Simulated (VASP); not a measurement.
# GaN (F-43m) in VASP: single point with r2SCAN

Aim: the single point of GaN with r2SCAN.

All numbers are computed with VASP 6.6.1; they aren't measurements. Logs are shortened: lines on timing, memory, paths and dates and some standing lists are left out, and cuts for length are marked.

## (1) The cell of the first run

Symmetry: F-43m, No. 216, cubic system. The conventional cell has a = 4.548 Å, b = 4.548 Å, c = 4.548 Å, α = 90.00°, β = 90.00°, γ = 90.00°. Ga (site symmetry -43m) has 4 N at 1.97 Å within 2.6 Å. N (site symmetry -43m) has 4 Ga at 1.97 Å within 2.6 Å.

## (2) Single point, r2SCAN

Contents of POSCAR:

```
GaN
1.0
    0.0000000000      2.2742384953      2.2742384953
    2.2742384953      0.0000000000      2.2742384953
    2.2742384953      2.2742384953      0.0000000000
Ga N
1 1
Direct
    0.0000000000      0.0000000000      0.0000000000
    0.7500000000      0.7500000000      0.7500000000
```

Contents of INCAR.step1:

```
ALGO = Normal ; EDIFF = 1E-5
ENCUT = 1460 ; GGA = PE
GGA_COMPAT = F ; ISMEAR = 0
LASPH = T ; LCHARG = F
LREAL = F ; LWAVE = T
NBANDS = 16 ; NELM = 120
PREC = Accurate ; SIGMA = 0.02
```

Contents of INCAR.step2:

```
ALGO = Normal ; EDIFF = 1E-6
ENCUT = 1460 ; GGA_COMPAT = F
ISIF = 2 ; ISMEAR = 0
ISTART = 1 ; LASPH = T
LCHARG = F ; LMIXTAU = T
LREAL = F ; LWAVE = F
METAGGA = R2SCAN ; NBANDS = 16
NELM = 120 ; PREC = Accurate
SIGMA = 0.02
```

Contents of KPOINTS:

```
k-points
0
Gamma
  10 10 10
```

Potentials or basis: VASP PAW PBE potentials, release 64 (Ga_d, N_h).

Started as:

```console
> cat potpaw_PBE.64/Ga_d/POTCAR potpaw_PBE.64/N_h/POTCAR > POTCAR
> cp INCAR.step1 INCAR
> mpirun -np 1 vasp_std > vasp.out
> cp INCAR.step2 INCAR
> mpirun -np 1 vasp_std > vasp.out
```

OUTCAR:

```text
EDIFF = 1E-6
   ENCUT = 1460
   ISIF = 2
   ISMEAR = 0
   ISTART = 1
   LASPH = T
   LREAL = F
   METAGGA = R2SCAN
   NELM = 120
   PREC = Accurate

 ion  position               nearest neighbor table
   1  0.000  0.000  0.000-   2 1.97   2 1.97   2 1.97   2 1.97
   2  0.750  0.750  0.750-   1 1.97   1 1.97   1 1.97   1 1.97

  LATTYP: Found a face centered cubic cell.
 ALAT       =     4.5484769906

  Lattice vectors:

 A1 = (   0.0000000000,   2.2742384953,   2.2742384953)
 A2 = (   2.2742384953,   0.0000000000,   2.2742384953)
 A3 = (   2.2742384953,   2.2742384953,   0.0000000000)

Analysis of symmetry for initial positions (statically):
=====================================================================
 Subroutine PRICEL returns:
 Original cell was already a primitive cell.

 Routine SETGRP: Setting up the symmetry group for a
 face centered cubic supercell.

 Subroutine GETGRP returns: Found 24 space group operations
 (whereof 24 operations were pure point group operations)
 out of a pool of 48 trial point group operations.

The static configuration has the point symmetry T_d .

Analysis of symmetry for dynamics (positions and initial velocities):
=====================================================================
 Subroutine PRICEL returns:
 Original cell was already a primitive cell.

 Routine SETGRP: Setting up the symmetry group for a
 face centered cubic supercell.

 Subroutine GETGRP returns: Found 24 space group operations
 (whereof 24 operations were pure point group operations)
 out of a pool of 48 trial point group operations.

The dynamic configuration has the point symmetry T_d .

 Subroutine INISYM returns: Found 24 space group operations
 (whereof 24 operations are pure point group operations),
 and found     1 'primitive' translations

----------------------------------------------------------------------------------------

                                     Primitive cell

  volume of cell :      23.5255

  direct lattice vectors                    reciprocal lattice vectors
     0.000000000  2.274238495  2.274238495    -0.219853811  0.219853811  0.219853811
     2.274238495  0.000000000  2.274238495     0.219853811 -0.219853811  0.219853811
     2.274238495  2.274238495  0.000000000     0.219853811  0.219853811 -0.219853811

  length of vectors
     3.216258924  3.216258924  3.216258924     0.380797971  0.380797971  0.380797971

  position of ions in fractional coordinates (direct lattice)
     0.000000000  0.000000000  0.000000000
     0.750000000  0.750000000  0.750000000

  ion indices of the primitive-cell ions
   primitive index   ion index
                 1           1
                 2           2

----------------------------------------------------------------------------------------

 KPOINTS: k-points

Automatic generation of k-mesh.
 Grid dimensions read from file:
 generate k-points for:   10   10   10

 Generating k-lattice:

  Cartesian coordinates                     Fractional coordinates (reciprocal lattice)
    -0.021985381  0.021985381  0.021985381     0.100000000  0.000000000  0.000000000
     0.021985381 -0.021985381  0.021985381     0.000000000  0.100000000  0.000000000
     0.021985381  0.021985381 -0.021985381     0.000000000  0.000000000  0.100000000

  Length of vectors
     0.038079797  0.038079797  0.038079797

  Shift w.r.t. Gamma in fractional coordinates (k-lattice)
     0.000000000  0.000000000  0.000000000

 Subroutine IBZKPT returns following result:
 ===========================================

 Found     47 irreducible k-points:

 Following reciprocal coordinates:
            Coordinates               Weight
  0.000000  0.000000  0.000000      1.000000
  0.100000  0.000000  0.000000      8.000000
  0.200000  0.000000  0.000000      8.000000
  0.300000  0.000000  0.000000      8.000000
  0.400000  0.000000  0.000000      8.000000
  0.500000  0.000000  0.000000      4.000000
[... 16 lines left out ...]
  0.300000  0.300000  0.000000      6.000000
  0.400000  0.300000  0.000000     24.000000
 [... further k-points ...]
   k-points           NKPTS =     47   k-points in BZ     NKDIM =     47   number of bands    NBANDS=     16
   number of dos      NEDOS =    301   number of ions     NIONS =      2
   total plane-waves  NPLWV =  64000
   dimension x,y,z NGX =    40 NGY =   40 NGZ =   40
   dimension x,y,z NGXF=    80 NGYF=   80 NGZF=   80
   ions per type =               1   1
   NGX,Y,Z   is equivalent  to a cutoff of  20.68, 20.68, 20.68 a.u.
   NGXF,Y,Z  is equivalent  to a cutoff of  41.35, 41.35, 41.35 a.u.
 SYSTEM =  unknown system
   PREC   = accura    normal or accurate (medium, high low for compatibility)
   ISTART =      1    job   : 0-new  1-cont  2-samecut
   ICHARG =      0    charge: 1-file 2-atom 10-const
   ISPIN  =      1    spin polarized calculation?
   LNONCOLLINEAR =      F non collinear calculations
   LSORBIT =      F    spin-orbit coupling
   LASPH  =      T    aspherical Exc in radial PAW
   ENCUT  = 1460.0 eV 107.31 Ry   10.36 a.u.  10.02 10.02 10.02*2*pi/ulx,y,z
   NELM   =    120;   NELMIN=  2; NELMDL=  0     # of ELM steps
   EDIFF  = 0.1E-05   stopping-criterion for ELM
   LREAL  =      F    real-space projection
[... 7 lines left out ...]
   TEBEG  =    0.0;   TEEND  =   0.0 temperature during run
   PSTRESS=    0.0 pullay stress
   NELECT =      18.0000    total number of electrons
   NUPDOWN=      -1.0000    fix difference up-down
   EMIN   =  10.00;   EMAX   =-10.00  energy-range for DOS
   EFERMI =   0.00;   METHOD = LEGACY
   ISMEAR =     0;   SIGMA  =   0.02  broadening in eV -4-tet -1-fermi 0-gaus
   EFERMI_NEDOS =   21; number of points for ismear=-14 and -15
   IALGO  =     38    algorithm
   IMIX   =      4    mixing-type and parameters
     AMIX     =   0.40;   BMIX     =  1.00
     AMIX_MAG =   1.60;   BMIX_MAG =  1.00
  volume/ion in A,a.u.               =      11.76        79.38
  Fermi-wavevector in a.u.,A,eV,Ry     =   1.497337  2.829557 30.504523  2.242019
  Thomas-Fermi vector in A             =   2.609238
   LORBIT       =      0    0 simple, 1 ext, 2 COOP (PROOUT), +10 PAW based schemes
   METAGGA = R2SCAN    functional components
   LHFCALC =     F    Hartree Fock is set to
   AEXX    =    0.0000 exact exchange contribution
   IVDW    =     0    specifies the selected vdW correction
   LEPSILON=     F    determine dielectric tensor
   LRPA    =     F    only Hartree local field effects (RPA)
 non-spin polarized calculation
 Gauss-broadening in eV      SIGMA  =   0.02
  energy-cutoff  :     1460.00
  volume of cell :       23.53
 maximum number of plane-waves:      3000
   NGX = 21   NGY = 21   NGZ = 21

 number of electron      18.0000001 magnetization

 Free energy of the ion-electron system (eV)
  ---------------------------------------------------
  ext. energy  EPLUGINS =         0.00000000
  ---------------------------------------------------
  free energy    TOTEN  =       -21.89001976 eV

  energy without entropy =      -21.89001976  energy(sigma->0) =      -21.89001976

 E-fermi :   5.0904     XC(G=0): -12.4651

 val. band max:        5.0091739820   @ k =   0.0000   0.0000   0.0000
 cond. band min:       6.9448937053   @ k =   0.0000   0.0000   0.0000
 fundamental gap:      1.9357197232
 Fermi energy:         5.0904055488

 k-point     1 :       0.0000    0.0000    0.0000
  band No.  band energies     occupation
      1     -11.4892      2.00000
      2      -8.8044      2.00000
      3      -8.8044      2.00000
      4      -8.8044      2.00000
      5      -8.4820      2.00000
      6      -8.4820      2.00000
[... 8 lines left out ...]
     15      24.5177      0.00000
     16      24.5177      0.00000

 k-point     2 :       0.1000    0.0000    0.0000
  band No.  band energies     occupation
      1     -11.3849      2.00000
      2      -8.7913      2.00000
      3      -8.7913      2.00000
      4      -8.7624      2.00000
      5      -8.4831      2.00000
      6      -8.4831      2.00000
[... 8 lines left out ...]
     15      23.1223      0.00000
     16      23.1842      0.00000

 k-point     3 :       0.2000    0.0000    0.0000
  band No.  band energies     occupation
      1     -11.1208      2.00000
      2      -8.7606      2.00000
      3      -8.7606      2.00000
      4      -8.5967      2.00000
      5      -8.4819      2.00000
      6      -8.4819      2.00000
[... 8 lines left out ...]
     15      22.3431      0.00000
     16      22.3431      0.00000

 k-point     4 :       0.3000    0.0000    0.0000
  band No.  band energies     occupation
      1     -10.8326      2.00000
      2      -8.7320      2.00000
      3      -8.7320      2.00000
      4      -8.4700      2.00000
      5      -8.4700      2.00000
      6      -8.2205      2.00000
[... 8 lines left out ...]
     15      22.8583      0.00000
     16      22.8583      0.00000

 k-point     5 :       0.4000    0.0000    0.0000
  band No.  band energies     occupation
      1     -10.6489      2.00000
      2      -8.7181      2.00000
      3      -8.7181      2.00000
      4      -8.4502      2.00000
      5      -8.4502      2.00000
      6      -7.6718      2.00000
[... 8 lines left out ...]
     15      24.3240      0.00000
     16      24.3240      0.00000

 k-point     6 :       0.5000    0.0000    0.0000
  band No.  band energies     occupation
      1     -10.5924      2.00000
      2      -8.7151      2.00000
      3      -8.7151      2.00000
      4      -8.4403      2.00000
      5      -8.4403      2.00000
      6      -7.3600      2.00000
[... 8 lines left out ...]
     15      25.3952      0.00000
     16      25.3952      0.00000
[... 267 lines left out ...]
 k-point    21 :      -0.3000    0.2000    0.0000
  band No.  band energies     occupation
      1     -10.5820      2.00000
      2      -8.7031      2.00000
      3      -8.6677      2.00000
      4      -8.4880      2.00000
      5      -8.4839      2.00000
      6      -7.5512      2.00000
[... 8 lines left out ...]
     15      22.9710      0.00000
     16      26.2450      0.00000

 k-point    22 :      -0.2000    0.2000    0.0000
  band No.  band energies     occupation
      1     -10.7439      2.00000
      2      -8.7127      2.00000
      3      -8.7043      2.00000
      4      -8.5018      2.00000
      5      -8.4913      2.00000
      6      -8.0599      2.00000
[... 8 lines left out ...]
     15      23.0361      0.00000
     16      26.2136      0.00000

 k-point    23 :       0.3000    0.3000    0.0000
  band No.  band energies     occupation
      1     -10.6576      2.00000
      2      -8.6373      2.00000
      3      -8.6220      2.00000
      4      -8.6220      2.00000
      5      -8.4341      2.00000
      6      -8.0449      2.00000
[... 8 lines left out ...]
     15      27.5562      0.00000
     16      28.0465      0.00000

 k-point    24 :       0.4000    0.3000    0.0000
  band No.  band energies     occupation
      1     -10.5330      2.00000
      2      -8.6576      2.00000
      3      -8.5881      2.00000
      4      -8.5845      2.00000
      5      -8.4250      2.00000
      6      -7.6331      2.00000
[... 8 lines left out ...]
     15      27.8997      0.00000
     16      28.0135      0.00000

 [... further k-points ...]

------------------------ aborting loop because EDIFF is reached ----------------------------------------

  FORCE on cell =-STRESS in cart. coord.  units (eV):
  Direction    XX          YY          ZZ          XY          YZ          ZX
  --------------------------------------------------------------------------------------
  -------------------------------------------------------------------------------------
  Total       -0.7529237     -0.7529237     -0.7529237      0.0000000      0.0000000      0.0000000
  in kB      -51.2771100    -51.2771100    -51.2771100      0.0000000      0.0000000      0.0000000
  external PRESSURE =     -51.2771100 kB  Pullay stress =       0.0000000 kB

 VOLUME and BASIS-vectors are now :
 -----------------------------------------------------------------------------
  energy-cutoff  :     1460.00
  volume of cell :       23.53
      direct lattice vectors                 reciprocal lattice vectors
     0.000000000  2.274238495  2.274238495    -0.219853811  0.219853811  0.219853811
     2.274238495  0.000000000  2.274238495     0.219853811 -0.219853811  0.219853811
     2.274238495  2.274238495  0.000000000     0.219853811  0.219853811 -0.219853811

 POSITION                                       TOTAL-FORCE (eV/Angst)
 -----------------------------------------------------------------------------------
      0.00000      0.00000      0.00000        -0.000000     -0.000000     -0.000000
      3.41136      3.41136      3.41136         0.000000      0.000000      0.000000
 -----------------------------------------------------------------------------------
    total drift:                                0.000000      0.000000      0.000000

  FREE ENERGIE OF THE ION-ELECTRON SYSTEM (eV)
  ---------------------------------------------------
  free  energy   TOTEN  =       -21.8900197610 eV

  energy  without entropy=      -21.8900197610  energy(sigma->0) =      -21.89001976
```

Run time: 3.2 min. Hardware: 1 thread of AMD EPYC 9R45 (Zen 5), shared host; peak memory 0.28 GiB.

Results:

```
Free energy            : -21.8900 eV
Pressure               : -5.1 GPa
Band gap on the k mesh : 1.94 eV
```

Caveat: the cell stands under tension; the PAW data sets were made with another functional, which shifts forces and pressure a little.
